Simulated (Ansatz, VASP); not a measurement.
Given: the input of a run of Ansatz 0.2.0 on Sb.

File input:

```
crystal:
  lattice:
    - [-1.59487188, 1.55125447, 2.72766671]
    - [1.54721713, -1.56492539, 2.70791077]
    - [1.61541683, 1.58547034, -2.73561407]
  atoms:
    - { symbol: Sb, position: [0.0, 0.0, 0.0] }
hamiltonian:
  xc: pbe0
  pseudopotentials: { kind: paw }
kpoints:
  mp_grid: { grid: [5, 5, 6] }
scf:
  occupations: { method: fermi_dirac, width: 0.05 }
output:
  forces: true
  stress: true
  eigenvalues: true
```

Q: Set up the same calculation for VASP 6.6.1. Potentials there: VASP PAW PBE potentials, release 64 (Sb).

A: As run (the cutoff follows the program's own potentials):

Contents of POSCAR:

```
Sb
1.0
   -1.5948718800      1.5512544700      2.7276667100
    1.5472171300     -1.5649253900      2.7079107700
    1.6154168300      1.5854703400     -2.7356140700
Sb
1
Direct
    0.0000000000      0.0000000000      0.0000000000
```

File INCAR.step1:

```
PREC     = Accurate       # precision mode
ENCUT    = 520            # plane-wave cutoff, eV
EDIFF    = 1E-5           # SCF threshold, eV
ISMEAR   = -1             # smearing method
SIGMA    = 0.05           # smearing width, eV
LREAL    = False          # projectors in reciprocal space
LASPH    = True           # aspherical terms in the spheres
NELM     = 60             # most SCF steps
ALGO     = Normal         # electronic algorithm
ISIF     = 2              # what is computed and relaxed
LWAVE    = True           # write WAVECAR
NBANDS   = 8              # bands
GGA      = PE             # functional
```

INCAR.step2

```
PREC     = Accurate       # precision mode
ENCUT    = 520            # plane-wave cutoff, eV
EDIFF    = 1E-7           # SCF threshold, eV
ISMEAR   = -1             # smearing method
SIGMA    = 0.05           # smearing width, eV
LREAL    = False          # projectors in reciprocal space
LASPH    = True           # aspherical terms in the spheres
NELM     = 60             # most SCF steps
ALGO     = Normal         # electronic algorithm
ISIF     = 2              # what is computed and relaxed
LWAVE    = False          # write WAVECAR
LCHARG   = True           # write CHGCAR
GGA      = PE             # functional
LHFCALC  = True           # exact exchange
AEXX     = 0.25           # exact-exchange fraction
PRECFOCK = Normal       
LELF     = True           # ELF
LVHAR    = True         
NBANDS   = 8              # bands
ISTART   = 1
```

The input KPOINTS:

```
Automatic mesh
0
Gamma
  5 5 6
```

Potentials or basis: VASP PAW PBE potentials, release 64 (Sb).

Run with:

```console
$ cat potpaw_PBE.64/Sb/POTCAR > POTCAR
$ cp INCAR.step1 INCAR
$ mpirun -np 1 vasp_std > vasp.out
$ cp INCAR.step2 INCAR
$ mpirun -np 1 vasp_std > vasp.out
```

Both were run:

|  | VASP | Ansatz | Ansatz less VASP |
| --- | --- | --- | --- |
| gap on the k mesh at the Fermi level (eV) | none | none | - |
| pressure (GPa) | -1.4 | -0.2 | +1.21 |
| traceless stress, the component that is largest in VASP (GPa) | 3.74 | 3.49 | -0.243 |

A gap of «none» marks a metal or a gap that the smearing closes. VASP's potentials hold 5 valence electrons a cell and Ansatz's 15, so a difference there can come from the potentials and not from the codes.

The k mesh is coarse, so the values compare programs but aren't converged. Neither program's run includes spin-orbit coupling.
